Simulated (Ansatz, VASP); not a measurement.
# One calculation of Se, two programs

Contents of INCAR:

```
ALGO = Normal
EDIFF = 1E-6
ENCUT = 500
GGA = PS
GGA_COMPAT = F
ISIF = 2
ISMEAR = -1
LASPH = T
LCHARG = F
LREAL = F
LWAVE = F
NBANDS = 9
NELM = 120
PREC = Accurate
SIGMA = 0.05
```

Contents of KPOINTS:

```
k-points
0
Gamma
  10 10 10
```

File POSCAR:

```
Se
1.0
   -1.6429182227      1.6429182227      1.6429182227
    1.6429182227     -1.6429182227      1.6429182227
    1.6429182227      1.6429182227     -1.6429182227
Se
1
Direct
    0.0000000000      0.0000000000      0.0000000000
```

Input for Ansatz:

```yaml
crystal:
  lattice:
    - [-1.642918222654793, 1.6429182226547925, 1.6429182226547923]
    - [1.6429182226547934, -1.642918222654793, 1.642918222654793]
    - [1.6429182226547934, 1.642918222654793, -1.642918222654793]
  atoms:
    - { symbol: Se, position: [-4.965117666111369e-35, -1.2935438130132247e-34, -9.538252358582363e-35] }
basis:
  ecutwfc: 517.016338673772
kpoints:
  mp_grid:
    grid: [10, 10, 10]
hamiltonian:
  xc: pbesol
scf:
  occupations:
    method: fermi_dirac
    width: 0.05
output:
  forces: true
  stress: true
```

Alike in both runs: task single point; functional PBEsol; k mesh 10 × 10 × 10; occupations fermi-dirac, width 0.05 eV; no spin polarisation.

```csv
,VASP,Ansatz
version,VASP 6.6.1,Ansatz 0.2.0
potentials or method,"VASP PAW PBE potentials, release 64 (Se), cutoff 500 eV","plane waves, PAW"
valence electrons in the cell,6,16
```

|  | VASP | Ansatz | Ansatz less VASP |
| --- | --- | --- | --- |
| pressure (GPa) | 8.4 | 8.2 | -0.16 |

VASP's potentials were made for PBE, not for PBEsol. VASP's potentials hold 6 valence electrons a cell and Ansatz's 16, so a difference there can come from the potentials and not from the codes.
